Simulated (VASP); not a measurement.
# Sb8H in VASP: single point with PBE

Aim: the single point of Sb8H with PBE.

Program: VASP 6.6.1. These are calculated values, not measurements. Logs are shortened: lines on timing, memory, paths and dates and some standing lists are left out, and cuts for length are marked.

## (1) The cell of the first run

The cell holds a slab with vacuum, 9 atoms: a = 4.308 Å, b = 4.308 Å, c = 28.783 Å, α = 90.00°, β = 90.00°, γ = 120.00°.

## (2) Single point, PBE, non-collinear spin, zero start, spin-orbit coupling

INCAR reads:

```
SYSTEM = Sb8H
ALGO     = Normal         ! electronic algorithm
DIPOL    = 0.5 0.5 0.540
EDIFF    = 1E-7           ! SCF threshold, eV
ENCUT    = 520            ! plane-wave cutoff, eV
GGA      = PE             ! functional
GGA_COMPAT= .False.      
IDIPOL   = 3            
ISIF     = 2              ! what is computed and relaxed
ISMEAR   = 0              ! smearing method
LASPH    = .True.         ! aspherical terms in the spheres
LCHARG   = .False.        ! write CHGCAR
LDIPOL   = .True.       
LORBIT   = 11             ! projections on sites
LORBMOM  = .True.       
LREAL    = .False.        ! projectors in reciprocal space
LSORBIT  = .True.         ! spin-orbit coupling
LWAVE    = .False.        ! write WAVECAR
MAGMOM   = 0 0 0 0 0 0 0 0 0 0 0 0 0 0 0 0 0 0 0 0 0 0 0 0 0 0 0 ! initial moments
NBANDS   = 60             ! bands
NELM     = 150            ! most SCF steps
PREC     = Accurate       ! precision mode
SIGMA    = 0.05           ! smearing width, eV
```

KPOINTS reads:

```
k-points
0
Gamma
  10 10 1
  0 0 0
```

POSCAR reads:

```
Sb8H
1.0
    4.3084000000      0.0000000000      0.0000000000
   -2.1542000000      3.7311838497      0.0000000000
    0.0000000000      0.0000000000     28.7832128000
Sb H
8 1
Direct
    0.6666666667      0.3333333333      0.2779397858
    0.0000000000      0.0000000000      0.3303735711
    0.3333333333      0.6666666667      0.4137425639
    0.6666666667      0.3333333333      0.4675006618
    0.0000000000      0.0000000000      0.5499884214
    0.3333333333      0.6666666667      0.6040593666
    0.6666666667      0.3333333333      0.6987870000
    0.0000000000      0.0000000000      0.7515195430
    0.6666666667      0.3333333333      0.7640404346
```

Potentials or basis: VASP PAW PBE potentials, release 64 (Sb, H).

Command:

```sh
cat potpaw_PBE.64/Sb/POTCAR potpaw_PBE.64/H/POTCAR > POTCAR
mpirun -np 1 vasp_ncl > vasp.out
```

OUTCAR:

```text
SYSTEM = Sb8H
   EDIFF = 1E-7
   ENCUT = 520
   GGA = PE
   ISIF = 2
   ISMEAR = 0
   LASPH = .True.
   LORBIT = 11
   LREAL = .False.
   LSORBIT = .True.
   NELM = 150
   PREC = Accurate

 ion  position               nearest neighbor table
   1  0.667  0.333  0.278-   2 2.91   2 2.91   2 2.91
   2  0.000  0.000  0.330-   1 2.91   1 2.91   1 2.91   3 3.46   3 3.46   3 3.46
   3  0.333  0.667  0.414-   4 2.93   4 2.93   4 2.93   2 3.46   2 3.46   2 3.46
   4  0.667  0.333  0.468-   3 2.93   3 2.93   3 2.93   5 3.44   5 3.44   5 3.44
   5  0.000  0.000  0.550-   6 2.93   6 2.93   6 2.93   4 3.44   4 3.44   4 3.44
   6  0.333  0.667  0.604-   5 2.93   5 2.93   5 2.93   7 3.69   7 3.69   7 3.69
   7  0.667  0.333  0.699-   9 1.88   8 2.91   8 2.91   8 2.91   6 3.69   6 3.69   6 3.69
   8  0.000  0.000  0.752-   7 2.91   7 2.91   7 2.91
   9  0.667  0.333  0.764-   7 1.88

  LATTYP: Found a hexagonal cell.
 ALAT       =     4.3084000000
 C/A-ratio  =     6.6807197103

  Lattice vectors:

 A1 = (   4.3084000000,   0.0000000000,   0.0000000000)
 A2 = (  -2.1542000000,   3.7311838497,   0.0000000000)
 A3 = (   0.0000000000,   0.0000000000,  28.7832128000)

Analysis of symmetry for initial positions (statically):
=====================================================================
 Subroutine PRICEL returns:
 Original cell was already a primitive cell.

 Routine SETGRP: Setting up the symmetry group for a
 hexagonal supercell.

 Subroutine GETGRP returns: Found  6 space group operations
 (whereof  6 operations were pure point group operations)
 out of a pool of 24 trial point group operations.

The static configuration has the point symmetry C_3v.

Analysis of symmetry for dynamics (positions and initial velocities):
=====================================================================
 Subroutine PRICEL returns:
 Original cell was already a primitive cell.

 Routine SETGRP: Setting up the symmetry group for a
 hexagonal supercell.

 Subroutine GETGRP returns: Found  6 space group operations
 (whereof  6 operations were pure point group operations)
 out of a pool of 24 trial point group operations.

The dynamic configuration has the point symmetry C_3v.

Analysis of structural, dynamic, and magnetic symmetry:
=====================================================================
 Subroutine PRICEL returns:
 Original cell was already a primitive cell.

 Routine SETGRP: Setting up the symmetry group for a
 hexagonal supercell.

 Subroutine GETGRP returns: Found  6 space group operations
 (whereof  6 operations were pure point group operations)
 out of a pool of 24 trial point group operations.

The overall configuration has the point symmetry C_3v.

 Subroutine INISYM returns: Found  6 space group operations
 (whereof  6 operations are pure point group operations),
 and found     1 'primitive' translations

----------------------------------------------------------------------------------------

                                     Primitive cell

  volume of cell :     462.7026

  direct lattice vectors                    reciprocal lattice vectors
     4.308400000  0.000000000  0.000000000     0.232104726  0.134005726  0.000000000
    -2.154200000  3.731183850  0.000000000     0.000000000  0.268011452  0.000000000
     0.000000000  0.000000000 28.783212800     0.000000000  0.000000000  0.034742473

  length of vectors
     4.308400000  4.308400000 28.783212800     0.268011452  0.268011452  0.034742473

  position of ions in fractional coordinates (direct lattice)
     0.666666667  0.333333333  0.277939786
     0.000000000  0.000000000  0.330373571
     0.333333333  0.666666667  0.413742564
     0.666666667  0.333333333  0.467500662
     0.000000000  0.000000000  0.549988421
     0.333333333  0.666666667  0.604059367
     0.666666667  0.333333333  0.698787000
     0.000000000  0.000000000  0.751519543
     0.666666667  0.333333333  0.764040435

  ion indices of the primitive-cell ions
   primitive index   ion index
                 1           1
                 2           2
                 3           3
[... 1386 lines left out ...]
  energy-cutoff  :      520.00
  volume of cell :      462.70
      direct lattice vectors                 reciprocal lattice vectors
     4.308400000  0.000000000  0.000000000     0.232104726  0.134005726  0.000000000
    -2.154200000  3.731183850  0.000000000     0.000000000  0.268011452  0.000000000
     0.000000000  0.000000000 28.783212800     0.000000000  0.000000000  0.034742473

 POSITION                                       TOTAL-FORCE (eV/Angst)
 -----------------------------------------------------------------------------------
      2.15420      1.24373      8.00000         0.000000     -0.000000     -0.307781
      0.00000      0.00000      9.50921        -0.000000      0.000000      0.311868
     -0.00000      2.48746     11.90884         0.000000     -0.000000     -0.037286
      2.15420      1.24373     13.45617        -0.000000     -0.000000      0.038722
      0.00000      0.00000     15.83043         0.000000     -0.000000     -0.041857
     -0.00000      2.48746     17.38677         0.000000     -0.000000      0.040858
      2.15420      1.24373     20.11333         0.000000     -0.000000     -0.045677
      0.00000      0.00000     21.63115        -0.000000      0.000000      0.011904
      2.15420      1.24373     21.99154        -0.000000      0.000000      0.029250
 -----------------------------------------------------------------------------------
    total drift:                                0.000000     -0.000000     -0.000108

  FREE ENERGIE OF THE ION-ELECTRON SYSTEM (eV)
  ---------------------------------------------------
  free  energy   TOTEN  =       -34.9953249447 eV

  energy  without entropy=      -34.9896136907  energy(sigma->0) =      -34.99246932

 vacuum level on the upper side and lower side of the slab         5.933         5.908

 orbital moment (x)

 # of ion     p       d       tot
 ----------------------------------------
  1        -0.000   0.000  -0.000
  2        -0.000   0.000  -0.000
  3         0.000  -0.000   0.000
  4        -0.000   0.000  -0.000
  5        -0.000   0.000  -0.000
  6         0.000  -0.000   0.000
  7         0.000   0.000   0.000
  8         0.000   0.000   0.000
  9         0.000   0.000   0.000
 ----------------------------------------
           -0.000   0.000  -0.000

 orbital moment (y)

 # of ion     p       d       tot
 ----------------------------------------
  1        -0.000   0.000  -0.000
  2         0.000   0.000   0.000
  3        -0.000  -0.000  -0.000
  4        -0.000   0.000  -0.000
  5        -0.000  -0.000  -0.000
  6         0.000   0.000   0.000
  7         0.000  -0.000   0.000
  8         0.000   0.000   0.000
  9         0.000   0.000   0.000
 ----------------------------------------
            0.000   0.000   0.000

 orbital moment (z)

 # of ion     p       d       tot
 ----------------------------------------
  1         0.000   0.000   0.000
  2         0.000   0.000   0.000
  3         0.000   0.000   0.000
  4         0.000   0.000   0.000
  5         0.000   0.000   0.000
  6         0.000   0.000   0.000
  7         0.000   0.000   0.000
  8         0.000   0.000   0.000
  9         0.000   0.000   0.000
 ----------------------------------------
            0.000   0.000   0.000

 Spin-Orbit-Coupling matrix elements

 Ion:    1  E_soc:     -0.1463811
 l=   1
     0.0000000    -0.0251621    -0.0226460
    -0.0251621     0.0000000    -0.0251621
    -0.0226460    -0.0251621     0.0000000
 l=   2
     0.0000000    -0.0000172     0.0000000    -0.0000172    -0.0000827
    -0.0000172     0.0000000    -0.0000351     0.0000012    -0.0000172
     0.0000000    -0.0000351     0.0000000    -0.0000351     0.0000000
    -0.0000172     0.0000012    -0.0000351     0.0000000    -0.0000172
    -0.0000827    -0.0000172     0.0000000    -0.0000172     0.0000000
 l=   3
     0.0000000     0.0000000     0.0000000     0.0000000     0.0000000     0.0000000     0.0000000
     0.0000000     0.0000000     0.0000000     0.0000000     0.0000000     0.0000000     0.0000000
     0.0000000     0.0000000     0.0000000     0.0000000     0.0000000     0.0000000     0.0000000
     0.0000000     0.0000000     0.0000000     0.0000000     0.0000000     0.0000000     0.0000000
[... 149 lines left out ...]
 l=   2
     0.0000000     0.0000000     0.0000000     0.0000000     0.0000000
     0.0000000     0.0000000     0.0000000     0.0000000     0.0000000
     0.0000000     0.0000000     0.0000000     0.0000000     0.0000000
     0.0000000     0.0000000     0.0000000     0.0000000     0.0000000
     0.0000000     0.0000000     0.0000000     0.0000000     0.0000000
 l=   3
     0.0000000     0.0000000     0.0000000     0.0000000     0.0000000     0.0000000     0.0000000
     0.0000000     0.0000000     0.0000000     0.0000000     0.0000000     0.0000000     0.0000000
     0.0000000     0.0000000     0.0000000     0.0000000     0.0000000     0.0000000     0.0000000
     0.0000000     0.0000000     0.0000000     0.0000000     0.0000000     0.0000000     0.0000000
     0.0000000     0.0000000     0.0000000     0.0000000     0.0000000     0.0000000     0.0000000
     0.0000000     0.0000000     0.0000000     0.0000000     0.0000000     0.0000000     0.0000000
     0.0000000     0.0000000     0.0000000     0.0000000     0.0000000     0.0000000     0.0000000

 total charge

# of ion       s       p       d       tot
------------------------------------------
    1        1.215   1.159   0.023   2.397
    2        1.211   1.144   0.034   2.390
    3        1.216   1.139   0.032   2.387
    4        1.213   1.147   0.032   2.391
    5        1.217   1.130   0.033   2.381
    6        1.216   1.150   0.026   2.391
    7        1.215   1.136   0.051   2.403
    8        1.255   1.105   0.031   2.391
    9        0.483   0.013   0.000   0.496
--------------------------------------------------
tot         10.241   9.124   0.262  19.626

 magnetization (x)

# of ion       s       p       d       tot
------------------------------------------
    1        0.000  -0.000   0.000  -0.000
    2        0.000   0.000   0.000   0.000
    3        0.000   0.000   0.000   0.000
    4       -0.000   0.000   0.000  -0.000
    5        0.000   0.000  -0.000  -0.000
    6        0.000   0.000   0.000   0.000
    7        0.000   0.000   0.000   0.000
    8        0.000   0.000   0.000   0.000
    9       -0.000   0.000   0.000  -0.000
--------------------------------------------------
tot          0.000   0.000   0.000   0.000

 magnetization (y)

# of ion       s       p       d       tot
------------------------------------------
    1        0.000   0.000   0.000   0.000
    2        0.000   0.000   0.000   0.000
    3        0.000   0.000   0.000   0.000
    4        0.000   0.000   0.000   0.000
    5        0.000   0.000  -0.000   0.000
    6        0.000   0.000  -0.000  -0.000
    7        0.000   0.000   0.000   0.000
    8        0.000   0.000   0.000   0.000
    9        0.000  -0.000   0.000  -0.000
--------------------------------------------------
tot          0.000  -0.000  -0.000   0.000

 magnetization (z)

# of ion       s       p       d       tot
------------------------------------------
    1        0.000   0.000   0.000   0.000
    2       -0.000  -0.000   0.000  -0.000
    3        0.000  -0.000   0.000  -0.000
    4        0.000   0.000  -0.000   0.000
    5        0.000   0.000  -0.000   0.000
    6        0.000  -0.000  -0.000  -0.000
    7        0.000   0.000   0.000   0.000
    8        0.000   0.000   0.000   0.000
    9        0.000  -0.000   0.000  -0.000
--------------------------------------------------
tot          0.000   0.000  -0.000   0.000
```

It took 84 min on 1 thread of Intel Xeon Platinum 8488C (Sapphire Rapids), shared host; peak memory 1.9 GiB.

What came out:

| Item | Value |
| --- | --- |
| Free energy | -34.9953 eV |
| Largest force | 0.312 eV/Å |
| Net moment | 0.00 μB per cell |
| Valence electrons inside the program's atomic spheres | Sb 2.40, 2.39, 2.38 (each value once); H 0.50 |

Forces in eV/Å, atoms in the order of the input:
```
Sb   0.000  0.000 -0.308
Sb   0.000  0.000  0.312
Sb   0.000  0.000 -0.037
Sb   0.000  0.000  0.039
Sb   0.000  0.000 -0.042
Sb   0.000  0.000  0.041
Sb   0.000  0.000 -0.046
Sb   0.000  0.000  0.012
H    0.000  0.000  0.029
```

Moments on the atoms (μB; x, y, z):
```
Sb  0.00 0.00 0.00
Sb  0.00 0.00 0.00
Sb  0.00 0.00 0.00
Sb  0.00 0.00 0.00
Sb  0.00 0.00 0.00
Sb  0.00 0.00 0.00
Sb  0.00 0.00 0.00
Sb  0.00 0.00 0.00
H   0.00 0.00 0.00
```
